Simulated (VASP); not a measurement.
Input of a VASP 6.6.1 run:

POSCAR

```
MgO
1.0
    0.0000000000      2.1021680260      2.1021680260
    2.1021680260      0.0000000000      2.1021680260
    2.1021680260      2.1021680260      0.0000000000
Mg O
1 1
Direct
    0.0000000000      0.0000000000      0.0000000000
    0.5000000000      0.5000000000      0.5000000000
```

Contents of INCAR.step1:

```
ALGO = Normal ; EDIFF = 1E-8
ENCUT = 500 ; GGA = PE
ISMEAR = 0 ; LASPH = T
LCHARG = F ; LREAL = F
LWAVE = T ; NELM = 60
PREC = Accurate ; SIGMA = 0.01
```

Contents of INCAR.step2:

```
ALGO = Exact ; EDIFF = 1E-8
ENCUT = 500 ; GGA = PE
ISMEAR = 0 ; ISTART = 1
LASPH = T ; LCHARG = F
LOPTICS = T ; LREAL = F
LWAVE = T ; NBANDS = 73
NELM = 1 ; PREC = Accurate
SIGMA = 0.01
```

File INCAR.step3:

```
ALGO = EVGW0 ; EDIFF = 1E-8
ENCUT = 500 ; ENCUTGW = 140.0
GGA = PE ; ISMEAR = 0
ISTART = 1 ; LASPH = T
LCHARG = F ; LREAL = F
LWAVE = F ; NBANDS = 73
NBANDSGW = 12 ; NELMGW = 1
NOMEGA = 96 ; OMEGAMAX = 20
PREC = Accurate ; PRECFOCK = Fast
SIGMA = 0.01
```

File KPOINTS:

```
k-points
0
Gamma
  6 6 6
```

Potentials or basis: VASP PAW PBE potentials, release 64 (Mg_GW, O_GW).

Run with:

```bash
$ cat potpaw_PBE.64/Mg_GW/POTCAR potpaw_PBE.64/O_GW/POTCAR > POTCAR
$ cp INCAR.step1 INCAR
$ mpirun -np 1 vasp_std > vasp.out
$ cp INCAR.step2 INCAR
$ mpirun -np 1 vasp_std > vasp.out
$ cp INCAR.step3 INCAR
$ mpirun -np 1 vasp_std > vasp.out
```

Question: Predict the quasiparticle gap.

Answer: 7.30 eV.

Question: What does it give for the least direct quasiparticle gap?

Answer: 7.30 eV.

Question: Estimate the band gap of the starting levels on the mesh.

Answer: 4.78 eV.

Question: Estimate the least direct gap of the starting levels on the mesh.

Answer: 4.78 eV.

Caveat: the k points lie up to 0.43 Å⁻¹ apart; bands, screening cutoff and mesh are small and nothing is extrapolated, so the quasiparticle values aren't converged.
